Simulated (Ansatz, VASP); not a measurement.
# Two plane-wave programs on Cu2Ni

```
CELL_PARAMETERS angstrom
2.52318 0.00000 0.00000
-1.26159 2.18514 0.00000
0.00000 0.00000 12.55319
ATOMIC_POSITIONS crystal
Cu 0.33333 0.66667 0.83028
Cu 0.33333 0.66667 0.16972
Cu 0.33333 0.66667 0.50000
Cu 0.66667 0.33333 0.00000
Ni 0.66667 0.33333 0.33453
Ni 0.66667 0.33333 0.66548
```

Alike in both runs: functional PBE; k mesh 18 × 18 × 4; occupations gaussian, width 0.1 eV; no spin polarisation.

Ansatz relaxed the structure, and its values are those at the end. VASP's run is a single point on that final structure, the one shown.

|  | VASP | Ansatz |
| --- | --- | --- |
| version | VASP 6.6.1 | Ansatz 0.2.0 |
| potentials or method | VASP PAW PBE potentials, release 64 (Cu, Ni), cutoff 520 eV | scalar-relativistic, plane waves, PAW |
| valence electrons in the cell | 64 | 112 |

Ansatz gave:

```
gap on the k mesh at the Fermi level (eV) : none
pressure (GPa)                            : 0.0
rms of the force components (eV/Å)        : 0.000
```

Q: What did VASP give for the same quantities?

A: gap on the k mesh at the Fermi level (eV): none; pressure (GPa): 0.6; rms of the force components (eV/Å): 0.004.

A gap of «none» marks a metal or a gap that the smearing closes. With one functional, cell and mesh, what is left measures potentials, basis and numerics. VASP's potentials hold 64 valence electrons a cell and Ansatz's 112, so a difference there can come from the potentials and not from the codes.
